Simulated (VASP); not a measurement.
Write the native input for VASP 6.6.1 that does the following.

```yaml
Task: single point
Functional: PBE
Potentials_or_basis: VASP PAW PBE potentials, release 64 (W_sv, S)
Cutoff: 500 eV
k_mesh: 6 × 6 × 6
Occupations: gaussian, width 0.1 eV
Spin: collinear spin, zero start
Starting_moments: "[0.0, 0.0, 0.0, 0.0, 0.0] μB"
Dipole_correction: no
Further_INCAR_settings: ALGO = Normal; EDIFF = 1e-06; NBANDS = 39
```

The structure of W3S2 lies in POSCAR:

```
W3S2
1.0
    1.7855540658      1.0308901205      8.2769488274
   -1.7855540658      1.0308901205      8.2769488274
    0.0000000000     -2.0617802411      8.2769488274
W S
3 2
Direct
    0.0000000000      0.0000000000      0.0000000000
    0.2095000000      0.2095000000      0.2095000000
    0.7905000000      0.7905000000      0.7905000000
    0.4000000000      0.4000000000      0.4000000000
    0.6000000000      0.6000000000      0.6000000000
```

One way to write it, as run:

INCAR

```
SYSTEM = W3S2
PREC = Accurate
ENCUT = 500
EDIFF = 1E-6
ISMEAR = 0
SIGMA = 0.1
LREAL = .FALSE.
LASPH = .TRUE.
NELM = 200
ALGO = Normal
ISIF = 2
LWAVE = .FALSE.
LCHARG = .TRUE.
ISPIN = 2
MAGMOM = 0 0 0 0 0
LORBIT = 11
LMAXMIX = 4
GGA = PE
LELF = .TRUE.
LVHAR = .TRUE.
NBANDS = 39
GGA_COMPAT = .FALSE.
```

KPOINTS

```
regular mesh
0
G
  6 6 6
  0 0 0
```

Potentials or basis: VASP PAW PBE potentials, release 64 (W_sv, S).

Run with:

```console
$ cat potpaw_PBE.64/W_sv/POTCAR potpaw_PBE.64/S/POTCAR > POTCAR
$ mpirun -np 1 vasp_std > vasp.out
```

Results of the run:

| Property | Result |
| --- | --- |
| Pressure | -22.8 GPa |
| Largest force | 2.013 eV/Å |
| Band gap on the k mesh | zero (filled and empty bands overlap) |
| Net moment | 0.00 μB per cell |
| Valence electrons inside the program's atomic spheres | W 11.72, 11.73 (each value once); S 3.64 |

Caveat: the cell stands under tension; spin-orbit coupling is left out, which moves the levels of the heavy elements; forces of over 1 eV/Å act on the atoms, so gaps and moduli don't describe the material at rest.

It took 19 min on 1 thread of Intel Xeon 8259CL, with other jobs on the host, peak memory 0.76 GiB.
